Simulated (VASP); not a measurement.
# Te2Pt (P-3m1) in VASP: a series of runs

The runs below take Te2Pt through single point, with PBE.

Program: VASP 6.6.1. These are calculated values, not measurements. Logs are shortened: lines on timing, memory, paths and dates and some standing lists are left out, and cuts for length are marked.

### 1 The cell of the first run

Symmetry: P-3m1, No. 164, trigonal system. The conventional cell has a = 4.304 Å, b = 4.304 Å, c = 5.673 Å, α = 90.00°, β = 90.00°, γ = 120.00°. Te (site symmetry 3m) has 3 Pt at 2.87 Å and 6 Te at 3.75 to 3.80 Å within 3.8 Å. Within 3.8 Å of Pt (site symmetry -3m) lie 6 Te at 2.87 Å.

### 2 Single point, PBE, collinear spin (30.34 Å³/atom)

File INCAR:

```
SYSTEM = Te2Pt
PREC = Accurate
ENCUT = 500
EDIFF = 1E-6
ISMEAR = 0
SIGMA = 0.15
LREAL = .False.
LASPH = .True.
NELM = 200
ALGO = Normal
ISIF = 2
LWAVE = .False.
LCHARG = .False.
ISPIN = 2
MAGMOM = 0 0 0.375
LORBIT = 11
NUPDOWN = 0.375
LMAXMIX = 4
GGA = PE
NBANDS = 22
GGA_COMPAT = .False.
```

File KPOINTS:

```
Automatic mesh
0
Gamma
  12 12 8
  0 0 0
```

File POSCAR:

```
Te2Pt
1.0
    4.3041829986      0.0000000000      0.0000000000
   -2.1520914993      3.7275318194      0.0000000000
    0.0000000000      0.0000000000      5.6725952786
Te Pt
2 1
Direct
    0.3333333333      0.6666666667      0.2528728645
    0.6666666667      0.3333333333      0.7471271355
    0.0000000000      0.0000000000      0.0000000000
```

Potentials or basis: VASP PAW PBE potentials, release 64 (Te, Pt).

Command:

```
cat potpaw_PBE.64/Te/POTCAR potpaw_PBE.64/Pt/POTCAR > POTCAR
mpirun -np 1 vasp_std > vasp.out
```

OUTCAR:

```text
SYSTEM = Te2Pt
   PREC = Accurate
   ENCUT = 500
   EDIFF = 1E-6
   ISMEAR = 0
   LREAL = .False.
   LASPH = .True.
   NELM = 200
   ISIF = 2
   ISPIN = 2
   LORBIT = 11
   NUPDOWN = 0.375
   GGA = PE

 ion  position               nearest neighbor table
   1  0.333  0.667  0.253-   3 2.87   3 2.87   3 2.87
   2  0.667  0.333  0.747-   3 2.87   3 2.87   3 2.87
   3  0.000  0.000  0.000-   1 2.87   2 2.87   2 2.87   1 2.87   2 2.87   1 2.87

  LATTYP: Found a hexagonal cell.
 ALAT       =     4.3041829986
 C/A-ratio  =     1.3179261385

  Lattice vectors:

 A1 = (   4.3041829986,   0.0000000000,   0.0000000000)
 A2 = (  -2.1520914993,   3.7275318194,   0.0000000000)
 A3 = (   0.0000000000,   0.0000000000,   5.6725952786)

Analysis of symmetry for initial positions (statically):
=====================================================================
 Subroutine PRICEL returns:
 Original cell was already a primitive cell.

 Routine SETGRP: Setting up the symmetry group for a
 hexagonal supercell.

 Subroutine GETGRP returns: Found 12 space group operations
 (whereof 12 operations were pure point group operations)
 out of a pool of 24 trial point group operations.

The static configuration has the point symmetry D_3d.

Analysis of symmetry for dynamics (positions and initial velocities):
=====================================================================
 Subroutine PRICEL returns:
 Original cell was already a primitive cell.

 Routine SETGRP: Setting up the symmetry group for a
 hexagonal supercell.

 Subroutine GETGRP returns: Found 12 space group operations
 (whereof 12 operations were pure point group operations)
 out of a pool of 24 trial point group operations.

The dynamic configuration has the point symmetry D_3d.

Analysis of structural, dynamic, and magnetic symmetry:
=====================================================================
 Subroutine PRICEL returns:
 Original cell was already a primitive cell.

 Routine SETGRP: Setting up the symmetry group for a
 hexagonal supercell.

 Subroutine GETGRP returns: Found 12 space group operations
 (whereof 12 operations were pure point group operations)
 out of a pool of 24 trial point group operations.

The overall configuration has the point symmetry D_3d.

 Subroutine INISYM returns: Found 12 space group operations
 (whereof 12 operations are pure point group operations),
 and found     1 'primitive' translations

----------------------------------------------------------------------------------------

                                     Primitive cell

  volume of cell :      91.0110

  direct lattice vectors                    reciprocal lattice vectors
     4.304182999  0.000000000  0.000000000     0.232332129  0.134137017  0.000000000
    -2.152091499  3.727531819  0.000000000     0.000000000  0.268274035  0.000000000
     0.000000000  0.000000000  5.672595279     0.000000000  0.000000000  0.176286153

  length of vectors
     4.304182999  4.304182999  5.672595279     0.268274035  0.268274035  0.176286153

  position of ions in fractional coordinates (direct lattice)
     0.333333333  0.666666667  0.252872864
     0.666666667  0.333333333  0.747127136
     0.000000000  0.000000000  0.000000000

  ion indices of the primitive-cell ions
   primitive index   ion index
                 1           1
                 2           2
                 3           3

----------------------------------------------------------------------------------------

 KPOINTS: Automatic mesh

Automatic generation of k-mesh.
 Grid dimensions read from file:
 generate k-points for:   12   12    8

 Generating k-lattice:

  Cartesian coordinates                     Fractional coordinates (reciprocal lattice)
     0.019361011  0.011178085  0.000000000     0.083333333  0.000000000  0.000000000
     0.000000000  0.022356170  0.000000000     0.000000000  0.083333333  0.000000000
     0.000000000  0.000000000  0.022035769     0.000000000  0.000000000  0.125000000

  Length of vectors
     0.022356170  0.022356170  0.022035769

  Shift w.r.t. Gamma in fractional coordinates (k-lattice)
     0.000000000  0.000000000  0.000000000

 Subroutine IBZKPT returns following result:
 ===========================================

 Found    131 irreducible k-points:

 Following reciprocal coordinates:
            Coordinates               Weight
  0.000000  0.000000  0.000000      1.000000
  0.083333  0.000000  0.000000      6.000000
  0.166667 -0.000000  0.000000      6.000000
  0.250000  0.000000  0.000000      6.000000
  0.333333  0.000000  0.000000      6.000000
  0.416667  0.000000  0.000000      6.000000
[... 16 lines left out ...]
  0.166667 -0.000000  0.125000      6.000000
  0.000000  0.166667  0.125000      6.000000
 [... further k-points ...]
   k-points           NKPTS =    131   k-points in BZ     NKDIM =    131   number of bands    NBANDS=     22
   number of dos      NEDOS =    301   number of ions     NIONS =      3
[... 32 lines left out ...]
   EFERMI_NEDOS =   21; number of points for ismear=-14 and -15
   IALGO  =     38    algorithm
   IMIX   =      4    mixing-type and parameters
     AMIX     =   0.40;   BMIX     =  1.00
     AMIX_MAG =   1.60;   BMIX_MAG =  1.00
  volume/ion in A,a.u.               =      30.34       204.72
  Fermi-wavevector in a.u.,A,eV,Ry     =   1.019806  1.927155 14.150130  1.040005
  Thomas-Fermi vector in A             =   2.153341
   LORBIT       =     11    0 simple, 1 ext, 2 COOP (PROOUT), +10 PAW based schemes
   GGA     = PE    functional components
   LHFCALC =     F    Hartree Fock is set to
   AEXX    =    0.0000 exact exchange contribution
   IVDW    =     0    specifies the selected vdW correction
   LEPSILON=     F    determine dielectric tensor
   LRPA    =     F    only Hartree local field effects (RPA)
 spin polarized calculation
 Gauss-broadening in eV      SIGMA  =   0.15
  energy-cutoff  :      500.00
  volume of cell :       91.01
 maximum number of plane-waves:      2336
   NGX = 15   NGY = 15   NGZ = 21

 number of electron      21.9999998 magnetization       0.3750000

 Free energy of the ion-electron system (eV)
  ---------------------------------------------------
  ext. energy  EPLUGINS =         0.00000000
  ---------------------------------------------------
  free energy    TOTEN  =       -13.06796602 eV

  energy without entropy =      -13.05277920  energy(sigma->0) =      -13.06037261

 E-fermi :   5.4053     XC(G=0):  -9.4990

 val. band max:        5.8867210520   @ k =   0.0000   0.4167   0.1250
 cond. band min:       5.4539563371   @ k =   0.0000   0.2500   0.1250
 fundamental gap:     -0.4327647148
 Fermi energy:         5.8945484982

 spin component 1

 k-point     1 :       0.0000    0.0000    0.0000
  band No.  band energies     occupation
      1      -6.7501      1.00000
      2      -4.6299      1.00000
      3       0.4770      1.00000
      4       1.2917      1.00000
      5       1.2917      1.00000
      6       2.9223      1.00000
[... 14 lines left out ...]
     21      15.1115      0.00000
     22      15.1115      0.00000
[... 552 lines left out ...]
  band No.  band energies     occupation
      1      -6.4930      1.00000
      2      -4.7875      1.00000
      3       0.7564      1.00000
      4       1.3842      1.00000
      5       1.5512      1.00000
      6       2.5374      1.00000
[... 14 lines left out ...]
     21      14.9991      0.00000
     22      15.8025      0.00000

 [... further k-points ...]

 spin component 2

 k-point     1 :       0.0000    0.0000    0.0000
  band No.  band energies     occupation
      1      -6.6705      1.00000
      2      -4.5464      1.00000
      3       0.5606      1.00000
      4       1.3720      1.00000
      5       1.3720      1.00000
      6       2.9759      1.00000
[... 14 lines left out ...]
     21      15.1979      0.00000
     22      15.1979      0.00000
[... 552 lines left out ...]
  band No.  band energies     occupation
      1      -6.4127      1.00000
      2      -4.7032      1.00000
      3       0.8383      1.00000
      4       1.4672      1.00000
      5       1.6269      1.00000
      6       2.6007      1.00000
[... 14 lines left out ...]
     21      15.0837      0.00000
     22      15.8865      0.00000

 [... further k-points ...]

------------------------ aborting loop because EDIFF is reached ----------------------------------------

  FORCE on cell =-STRESS in cart. coord.  units (eV):
  Direction    XX          YY          ZZ          XY          YZ          ZX
  --------------------------------------------------------------------------------------
  -------------------------------------------------------------------------------------
  Total       -6.0354749     -6.0354749     -4.3460538      0.0000000      0.0000000      0.0000000
  in kB     -106.2498053   -106.2498053    -76.5088713      0.0000000      0.0000000      0.0000000
  external PRESSURE =     -96.3361606 kB  Pullay stress =       0.0000000 kB

 VOLUME and BASIS-vectors are now :
 -----------------------------------------------------------------------------
  energy-cutoff  :      500.00
  volume of cell :       91.01
      direct lattice vectors                 reciprocal lattice vectors
     4.304182999  0.000000000  0.000000000     0.232332129  0.134137017  0.000000000
    -2.152091499  3.727531819  0.000000000     0.000000000  0.268274035  0.000000000
     0.000000000  0.000000000  5.672595279     0.000000000  0.000000000  0.176286153

 POSITION                                       TOTAL-FORCE (eV/Angst)
 -----------------------------------------------------------------------------------
     -0.00000      2.48502      1.43445         0.000000      0.000000     -1.043289
      2.15209      1.24251      4.23815        -0.000000     -0.000000      1.043289
      0.00000      0.00000      0.00000        -0.000000      0.000000      0.000000
 -----------------------------------------------------------------------------------
    total drift:                                0.000000     -0.000000      0.000000

  FREE ENERGIE OF THE ION-ELECTRON SYSTEM (eV)
  ---------------------------------------------------
  free  energy   TOTEN  =       -13.0679660159 eV

  energy  without entropy=      -13.0527791979  energy(sigma->0) =      -13.06037261

 total charge

# of ion       s       p       d       tot
------------------------------------------
    1        1.403   1.784   0.039   3.227
    2        1.403   1.784   0.039   3.227
    3        0.589   0.434   7.997   9.020
--------------------------------------------------
tot          3.395   4.003   8.075  15.473

 magnetization (x)

# of ion       s       p       d       tot
------------------------------------------
    1        0.007   0.065   0.001   0.073
    2        0.007   0.065   0.001   0.073
    3        0.000   0.007   0.100   0.107
--------------------------------------------------
tot          0.014   0.137   0.103   0.254
```

It took 9.9 min on 1 thread of Oxide Virtual Turin-like, shared host; peak memory 0.47 GiB.

What came out:

- Free energy: -13.0680 eV
- Pressure: -9.6 GPa
- Largest force: 1.043 eV/Å
- Net moment: 0.38 μB per cell
- Site moments: Te +0.07; Pt +0.11 μB
- Valence electrons inside the program's atomic spheres: Te 3.23; Pt 9.02

Forces on the atoms (eV/Å):
```
Te   0.000  0.000 -1.043
Te   0.000  0.000  1.043
Pt   0.000  0.000  0.000
```

Caveat: the cell stands under tension; spin-orbit coupling is left out, which moves the levels of the heavy elements; the total moment is fixed, so each spin has its own Fermi level and the state may be an excited one; forces of over 1 eV/Å act on the atoms, so gaps and moduli don't describe the material at rest.

### 3 Single point, PBE, collinear spin (28.17 Å³/atom)

This run uses another cell than the first one, of 28.17 Å³/atom.

File INCAR:

```
SYSTEM = Te2Pt
ALGO     = Normal         ! electronic algorithm
EDIFF    = 1E-6           ! SCF threshold, eV
ENCUT    = 500            ! plane-wave cutoff, eV
GGA      = PE             ! functional
GGA_COMPAT= .FALSE.      
ISIF     = 2              ! what is computed and relaxed
ISMEAR   = 0              ! smearing method
ISPIN    = 2              ! spin polarisation
LASPH    = .TRUE.         ! aspherical terms in the spheres
LCHARG   = .FALSE.        ! write CHGCAR
LMAXMIX  = 4              ! l up to which the mixer works
LORBIT   = 11             ! projections on sites
LREAL    = .FALSE.        ! projectors in reciprocal space
LWAVE    = .FALSE.        ! write WAVECAR
MAGMOM   = 0 0 0.312      ! initial moments
NBANDS   = 22             ! bands
NELM     = 200            ! most SCF steps
NUPDOWN  = 0.3125         ! fixed moment
PREC     = Accurate       ! precision mode
SIGMA    = 0.15           ! smearing width, eV
```

File KPOINTS:

```
k-points
0
G
  12 12 8
  0 0 0
```

File POSCAR:

```
Te2Pt
1.0
    4.1991571964      0.0000000000      0.0000000000
   -2.0995785982      3.6365768066      0.0000000000
    0.0000000000      0.0000000000      5.5341790286
Te Pt
2 1
Direct
    0.3333333333      0.6666666667      0.2528728645
    0.6666666667      0.3333333333      0.7471271355
    0.0000000000      0.0000000000      0.0000000000
```

Potentials or basis: VASP PAW PBE potentials, release 64 (Te, Pt).

Command:

```
cat potpaw_PBE.64/Te/POTCAR potpaw_PBE.64/Pt/POTCAR > POTCAR
mpirun -np 1 vasp_std > vasp.out
```

Run time: 10 min. Hardware: 1 thread of Oxide Virtual Turin-like, shared host; peak memory 0.43 GiB.

It converged, with:

| Quantity | Value |
| --- | --- |
| Free energy | -13.4080 eV |
| Pressure | -6.1 GPa |
| Largest force | 0.621 eV/Å |
| Net moment | 0.31 μB per cell |
| Site moments | Te +0.06; Pt +0.09 μB |
| Valence electrons inside the program's atomic spheres | Te 3.26; Pt 9.15 |

Forces in eV/Å, atoms in the order of the input:
```
Te   0.000  0.000 -0.621
Te   0.000  0.000  0.621
Pt   0.000  0.000  0.000
```

Stress tensor (GPa, compression positive):
```
-6.77  0.00  0.00
 0.00 -6.77  0.00
 0.00  0.00 -4.85
```

Caveat: the cell stands under tension; spin-orbit coupling is left out, which moves the levels of the heavy elements; the total moment is fixed, so each spin has its own Fermi level and the state may be an excited one.

### 4 Single point, PBE, collinear spin (32.50 Å³/atom)

This run uses another cell than the first one, of 32.50 Å³/atom.

File INCAR:

```
SYSTEM = Te2Pt
  ALGO = Normal
  EDIFF = 1E-6
  ENCUT = 500
  GGA = PE
  GGA_COMPAT = .False.
  ISIF = 2
  ISMEAR = 0
  ISPIN = 2
  LASPH = .True.
  LCHARG = .False.
  LMAXMIX = 4
  LORBIT = 11
  LREAL = .False.
  LWAVE = .False.
  MAGMOM = 0 0 0.438
  NBANDS = 22
  NELM = 200
  NUPDOWN = 0.4375
  PREC = Accurate
  SIGMA = 0.15
```

File KPOINTS:

```
k-points
0
Gamma
  12 12 8
  0 0 0
```

File POSCAR:

```
Te2Pt
1.0
    4.4043192034      0.0000000000      0.0000000000
   -2.2021596017      3.8142523165      0.0000000000
    0.0000000000      0.0000000000      5.8045674002
Te Pt
2 1
Direct
    0.3333333333      0.6666666667      0.2528728645
    0.6666666667      0.3333333333      0.7471271355
    0.0000000000      0.0000000000      0.0000000000
```

Command:

```
cat potpaw_PBE.64/Te/POTCAR potpaw_PBE.64/Pt/POTCAR > POTCAR
mpirun -np 1 vasp_std > vasp.out
```

It took 12 min on 1 thread of AMD EPYC 9755, shared host; peak memory 0.49 GiB.

It converged, with:

```yaml
Free_energy: -12.6178 eV
Pressure: -11.6 GPa
Largest_force: 1.323 eV/Å
Net_moment: 0.44 μB per cell
Site_moments: Te +0.09; Pt +0.12 μB
Valence_electrons_inside_the_program's_atomic_spheres: Te 3.20; Pt 8.92
```

Forces on the atoms (eV/Å):
```
Te   0.000  0.000 -1.323
Te   0.000  0.000  1.323
Pt   0.000  0.000  0.000
```

Stress tensor (GPa, compression positive):
```
-12.77   0.00   0.00
  0.00 -12.77   0.00
  0.00   0.00  -9.24
```

Caveat: the cell stands under tension; spin-orbit coupling is left out, which moves the levels of the heavy elements; this functional lacks dispersion, which binds layers or chains, so the pressure and a relaxed spacing across them are unreliable; the total moment is fixed, so each spin has its own Fermi level and the state may be an excited one; forces of over 1 eV/Å act on the atoms, so gaps and moduli don't describe the material at rest.

### 5 Single point, PBE, collinear spin (30.34 Å³/atom)

File INCAR:

```
SYSTEM = Te2Pt
PREC = Accurate
ENCUT = 500
EDIFF = 1E-6
ISMEAR = 0
SIGMA = 0.15
LREAL = .FALSE.
LASPH = .TRUE.
NELM = 200
ALGO = Normal
ISIF = 2
LWAVE = .FALSE.
LCHARG = .FALSE.
ISPIN = 2
MAGMOM = 0 0 0.188
LORBIT = 11
NUPDOWN = 0.1875
LMAXMIX = 4
GGA = PE
NBANDS = 22
GGA_COMPAT = .FALSE.
```

File KPOINTS:

```
Automatic mesh
0
G
  12 12 8
  0 0 0
```

File POSCAR:

```
Te2Pt
1.0
    4.3041829986      0.0000000000      0.0000000000
   -2.1520914993      3.7275318194      0.0000000000
    0.0000000000      0.0000000000      5.6725952786
Te Pt
2 1
Direct
    0.3333333333      0.6666666667      0.2528728645
    0.6666666667      0.3333333333      0.7471271355
    0.0000000000      0.0000000000      0.0000000000
```

Command:

```
cat potpaw_PBE.64/Te/POTCAR potpaw_PBE.64/Pt/POTCAR > POTCAR
mpirun -np 1 vasp_std > vasp.out
```

Run time: 12 min. Hardware: 1 thread of Oxide Virtual Turin-like, shared host; peak memory 0.47 GiB.

Results (log left out):

```
Free energy                                           : -13.1007 eV
Pressure                                              : -9.7 GPa
Largest force                                         : 1.079 eV/Å
Net moment                                            : 0.19 μB per cell
Site moments                                          : Te +0.04; Pt +0.06 μB
Valence electrons inside the program's atomic spheres : Te 3.23; Pt 9.02
```

Forces in eV/Å, atoms in the order of the input:
```
Te   0.000  0.000 -1.079
Te   0.000  0.000  1.079
Pt   0.000  0.000  0.000
```

Stress tensor (GPa, compression positive):
```
-10.70   0.00   0.00
  0.00 -10.70   0.00
  0.00   0.00  -7.69
```

Caveat: the cell stands under tension; spin-orbit coupling is left out, which moves the levels of the heavy elements; the total moment is fixed, so each spin has its own Fermi level and the state may be an excited one; forces of over 1 eV/Å act on the atoms, so gaps and moduli don't describe the material at rest.

### 6 Summary

| fixed moment (μB) | cell | pressure (GPa) | moment (μB) | largest force (eV/Å) |
| --- | --- | --- | --- | --- |
| 0.375 | a = 4.304, b = 4.304, c = 5.673 Å, angles 90.0, 90.0, 120.0°, 3 atoms | -9.6 | 0.38 | 1.04 |
| 0.3125 | a = 4.199, b = 4.199, c = 5.534 Å, angles 90.0, 90.0, 120.0°, 3 atoms | -6.1 | 0.31 | 0.62 |
| 0.4375 | a = 4.404, b = 4.404, c = 5.805 Å, angles 90.0, 90.0, 120.0°, 3 atoms | -11.6 | 0.44 | 1.32 |
| 0.1875 | a = 4.304, b = 4.304, c = 5.673 Å, angles 90.0, 90.0, 120.0°, 3 atoms | -9.7 | 0.19 | 1.08 |

Alike in all rows: task single point; level PBE; potentials or basis VASP PAW PBE potentials, release 64 (Te, Pt); spin collinear; k mesh 12 × 12 × 8; cutoff (eV) 500; smearing gaussian 0.15 eV.

Caveats: the cell stands under tension; spin-orbit coupling is left out, which moves the levels of the heavy elements; the total moment is fixed, so each spin has its own Fermi level and the state may be an excited one; forces of over 1 eV/Å act on the atoms, so gaps and moduli don't describe the material at rest (at least some runs); this functional lacks dispersion, which binds layers or chains, so the pressure and a relaxed spacing across them are unreliable (at least some runs).

Absolute energies hang on the potentials; compare differences alone.
